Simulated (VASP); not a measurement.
Write the native input for VASP 6.6.1 that does the following.

```yaml
Task: single point
Functional: PBE
Potentials_or_basis: VASP PAW PBE potentials, release 64 (Ti_sv, C)
Cutoff: 520 eV
k_mesh: 16 × 16 × 14
Occupations: gaussian, width 0.05 eV
Spin: no spin polarisation
Dipole_correction: no
Further_INCAR_settings: ALGO = Normal; EDIFF = 1e-07; NBANDS = 15
```

The structure of TiC (WC type) lies in POSCAR:

```
TiC
1.0
    3.0452841791      0.0000000000      0.0000000000
   -1.5226420896      2.6372934609      0.0000000000
    0.0000000000      0.0000000000      2.6939039114
Ti C
1 1
Direct
    0.0000000000      0.0000000000      0.0000000000
    0.3333333333      0.6666666667      0.5000000000
```

These files were run (other wordings do the same):

INCAR

```
SYSTEM = TiC
PREC = Accurate ; ENCUT = 520
EDIFF = 1E-7 ; ISMEAR = 0
SIGMA = 0.05 ; LREAL = .False.
LASPH = .True. ; NELM = 60
ALGO = Normal ; ISIF = 2
LWAVE = .False. ; LCHARG = .False.
GGA = PE ; NBANDS = 15
```

KPOINTS

```
regular mesh
0
Gamma
  16 16 14
  0 0 0
```

Potentials or basis: VASP PAW PBE potentials, release 64 (Ti_sv, C).

The run is started by

```bash
$ cat potpaw_PBE.64/Ti_sv/POTCAR potpaw_PBE.64/C/POTCAR > POTCAR
$ mpirun -np 1 vasp_std > vasp.out
```

It gave:

```
Pressure               : 0.1 GPa
Band gap on the k mesh : zero (bands 8 and 9 overlap by 0.10 eV)
```

It took 110 s on 1 thread of Intel Xeon 8259CL, with other jobs on the host, peak memory 0.19 GiB.
